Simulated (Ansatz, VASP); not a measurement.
# AlCu: VASP beside Ansatz

The input POSCAR:

```
AlCu
1.0
    2.9975090000      0.0000000000      0.0000000000
    0.0000000000      2.9975090000      0.0000000000
    0.0000000000      0.0000000000      2.9975090000
Al Cu
1 1
Direct
    0.0000000000      0.0000000000      0.0000000000
    0.5000000000      0.5000000000      0.6251038779
```

INCAR.step1

```
SYSTEM = AlCu
PREC = Accurate
ENCUT = 520
ISMEAR = 0
SIGMA = 0.15
LREAL = .FALSE.
LASPH = .TRUE.
NELM = 80
NBANDS = 14
GGA = PE
ALGO = Normal
EDIFF = 1E-4
LWAVE = .TRUE.
LCHARG = .FALSE.
```

INCAR.step2

```
SYSTEM = AlCu
PREC = Accurate
ENCUT = 520
EDIFF = 1E-6
ISMEAR = 0
SIGMA = 0.15
LREAL = .FALSE.
LASPH = .TRUE.
NELM = 80
ALGO = Normal
ISIF = 2
LWAVE = .FALSE.
LCHARG = .FALSE.
METAGGA = R2SCAN
LMIXTAU = .TRUE.
NBANDS = 14
ISTART = 1
```

Contents of KPOINTS:

```
regular mesh
0
G
  16 16 16
  0 0 0
```

Input for Ansatz:

```yaml
crystal:
  lattice:
    - [2.997509, 0.0, 0.0]
    - [0.0, 2.997509, 0.0]
    - [0.0, 0.0, 2.997509]
  atoms:
    - { symbol: Al, position: [0.0, 0.0, 0.0] }
    - { symbol: Cu, position: [0.5, 0.5, 0.6251038779] }
basis:
  ecutwfc: 500
kpoints:
  mp_grid: { grid: [16, 16, 16] }
hamiltonian:
  xc: r2scan
scf:
  occupations: { method: gaussian, width: 0.15 }
output:
  forces: true
  stress: true
  eigenvalues: true
```

Change from the starting cell: all Cu atoms moved +0.375 Å, as atom 2 along Cartesian [0 0 1].

Alike in both runs: task single point; functional r2SCAN; k mesh 16 × 16 × 16; occupations gaussian, width 0.15 eV; no spin polarisation.

|  | VASP | Ansatz |
| --- | --- | --- |
| version | VASP 6.6.1 | Ansatz 0.2.0 |
| potentials or method | VASP PAW PBE potentials, release 64 (Al, Cu), cutoff 520 eV | scalar-relativistic, plane waves, PAW |
| valence electrons in the cell | 14 | 22 |

|  | VASP | Ansatz | Ansatz less VASP |
| --- | --- | --- | --- |
| gap on the k mesh at the Fermi level (eV) | none | none | - |
| pressure (GPa) | 1.3 | 1.4 | +0.07 |
| traceless stress, the component that is largest in VASP (GPa) | -3.24 | -3.23 | +0.009 |
| rms of the force components (eV/Å) | 0.853 | 0.854 | +0.0006 |

VASP's potentials were made for PBE, not for r2SCAN. Atom by atom the forces differ by 0.001 eV/Å (rms over components). A gap of «none» marks a metal or a gap that the smearing closes. With one functional, cell and mesh, what is left measures potentials, basis and numerics. VASP's potentials hold 14 valence electrons a cell and Ansatz's 22, so a difference there can come from the potentials and not from the codes.
